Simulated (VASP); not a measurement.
The system is AgSn2SeI3.

```xyz
7
Lattice="3.1110 -4.3547 0.0000 3.1110 4.3547 0.0000 0.0000 0.0000 9.3284" Properties=species:S:1:pos:R:3 pbc="T T T"
Ag    0.0000    0.0000    4.6642
Sn    1.5555    2.1774    4.6642
Sn    1.5555   -2.1774    4.6642
Se    3.1110    0.0000    0.0000
I     0.0000    0.0000    1.6131
I     0.0000    0.0000    7.7153
I     3.1110    0.0000    4.6642
```

The cell was built from a structure type or drawn by symmetry, and may not be a known phase.

```yaml
Program: VASP 6.6.1
Task: relaxation of cell and atoms
Functional: PBE
Potentials_or_basis: VASP PAW PBE potentials, release 64 (Ag, Sn_d, Se, I)
Cutoff: 600 eV
k_mesh: 3 × 3 × 2
Occupations: gaussian, width 0.15 eV
Spin: no spin polarisation
```

At the start: pressure 9.0 GPa; volume 36.11 Å³/atom.

Problem. How do energy, volume and symmetry change on relaxing?

Solution. Over 10 steps the energy falls by 368.9 meV/atom and the volume is 44.19 Å³/atom (+22.4 %); space group Cmmm (No. 65, to 0.1 Å) before and after.

Step by step:
```
step  energy change (eV)  largest force (eV/Å)  pressure (GPa)  volume (Å³)
   1              0.0000                0.2326            8.98       252.75
   2             -2.2742                0.8045           -1.52       331.26
   3             -2.3244                0.6462           -0.65       314.04
   4             -2.3273                0.6742           -0.85       317.34
   5             -2.4682                0.6163           -0.46       309.12
   6             -2.5376                0.4123            0.20       299.94
   7             -2.5378                0.3859            0.30       299.18
   8             -2.5603                0.2099            0.23       301.62
   9             -2.5739                0.0426            0.20       305.29
  10             -2.5821                0.0552           -0.08       309.31
```

Final structure:
```
Ag Sn Se I
1.0
     3.51044   -5.03246    0.00000
     3.51044    5.03246    0.00000
     0.00000    0.00000    8.75428
Ag Sn Se I
1 2 1 3
Direct
  0.00000 0.00000 0.50000
  0.00000 0.50000 0.50000
  0.50000 0.00000 0.50000
  0.50000 0.50000 0.00000
  0.00000 0.00000 0.19016
  0.00000 0.00000 0.80984
  0.50000 0.50000 0.50000
```

Caveat: the k points lie up to 0.36 Å⁻¹ apart in the final cell; the volume moved by over 15 % at a fixed basis, so the end points are rough; the relaxation stopped at a loose force limit of 0.08 eV/Å, so its end isn't a converged minimum.
